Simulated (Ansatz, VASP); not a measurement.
## One calculation of ScTa3Os, two programs

```
Sc Ta Os
1.0
     4.87713    0.00000    0.00000
     0.00000    4.87713    0.00000
     0.00000    0.00000    4.87713
Sc Ta Os
1 3 1
Direct
  0.00000 0.00000 0.00000
  0.00000 0.50000 0.50000
  0.50000 0.00000 0.50000
  0.50000 0.50000 0.00000
  0.50000 0.50000 0.50000
```

Alike in both runs: functional PBE; k mesh 8 × 8 × 8; occupations gaussian, width 0.1 eV; no spin polarisation.

Ansatz relaxed the structure, and its values are those at the end. VASP's run is a single point on that final structure, the one shown.

```csv
,VASP,Ansatz
version,VASP 6.6.1,Ansatz 0.2.0
potentials or method,"VASP PAW PBE potentials, release 64 (Sc_sv, Ta_pv, Os), cutoff 520 eV","scalar-relativistic, plane waves, PAW"
valence electrons in the cell,52,66
```

Ansatz gave:

* gap on the k mesh at the Fermi level (eV): none
* pressure (GPa): 0.0

Estimate VASP's values.

gap on the k mesh at the Fermi level (eV): none; pressure (GPa): 0.5.

A gap of «none» marks a metal or a gap that the smearing closes. VASP's potentials hold 52 valence electrons a cell and Ansatz's 66, so a difference there can come from the potentials and not from the codes.

Neither program's run includes spin-orbit coupling.
